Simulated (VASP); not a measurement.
Write the native input for VASP 6.6.1 that does the following.

* Task: relaxation of cell and atoms
* Functional: PBE
* Potentials or basis: VASP PAW PBE potentials, release 64 (Sn_d, O)
* Cutoff: 600 eV
* k mesh: 6 × 6 × 6
* Occupations: fermi-dirac, width 0.1 eV
* Spin: no spin polarisation
* Target pressure: 4 GPa
* Dipole correction: no
* Further INCAR settings: ALGO = Normal; EDIFF = 1e-06; IBRION = 2; EDIFFG = -0.01; NSW = 80; ISIF = 3

The structure of SnO (Romarchite) lies in POSCAR:

```
SnO
1.0
    3.7986000000      0.0000000000      0.0000000000
    0.0000000000      3.7986000000      0.0000000000
    0.0000000000      0.0000000000      4.8408000000
Sn O
2 2
Direct
    0.5000000000      0.0000000000      0.2369000000
    0.0000000000      0.5000000000      0.7631000000
    0.0000000000      0.0000000000      0.0000000000
    0.5000000000      0.5000000000      0.0000000000
```

The input as run:

INCAR

```
SYSTEM = SnO
ALGO     = Normal         ! electronic algorithm
EDIFF    = 1E-6           ! SCF threshold, eV
EDIFFG   = -0.01          ! ionic threshold
ENCUT    = 600            ! plane-wave cutoff, eV
GGA      = PE             ! functional
IBRION   = 2              ! ionic algorithm
ISIF     = 3              ! what is computed and relaxed
ISMEAR   = -1             ! smearing method
LASPH    = .TRUE.         ! aspherical terms in the spheres
LCHARG   = .FALSE.        ! write CHGCAR
LREAL    = .FALSE.        ! projectors in reciprocal space
LWAVE    = .FALSE.        ! write WAVECAR
NELM     = 100            ! most SCF steps
NSW      = 80             ! ionic steps
PREC     = Accurate       ! precision mode
PSTRESS  = 40.0         
SIGMA    = 0.1            ! smearing width, eV
```

KPOINTS

```
k-points
0
G
  6 6 6
  0 0 0
```

Potentials or basis: VASP PAW PBE potentials, release 64 (Sn_d, O).

Command:

```bash
$ cat potpaw_PBE.64/Sn_d/POTCAR potpaw_PBE.64/O/POTCAR > POTCAR
$ mpirun -np 1 vasp_std > vasp.out
```

Results of the run:

The relaxed volume is 16.70 Å³/atom and the relaxed cell is a = 3.809 Å, b = 3.809 Å, c = 4.603 Å, α = 90.00°, β = 90.00°, γ = 90.00°. The space group after relaxing (to 0.05 Å) is P4/nmm (No. 129), the energy change on relaxing (the enthalpy is what falls) is +7.5 meV/atom and the ionic steps are 12. The pressure after relaxing is 4.1 GPa. The largest force after relaxing is 0.003 eV/Å and the band gap on the k mesh is zero (band 20 reaches 7.71 eV, above the bottom of band 21 at 7.39 eV).

Caveat: the cell is relaxed towards a set pressure, so the enthalpy falls and the energy may rise; spin-orbit coupling is left out, which moves the levels of the heavy elements.

Run time: 3.3 min on 1 thread of Intel(R) Xeon(R) 6975P-C (Granite Rapids), with other jobs on the host, peak memory 0.23 GiB.
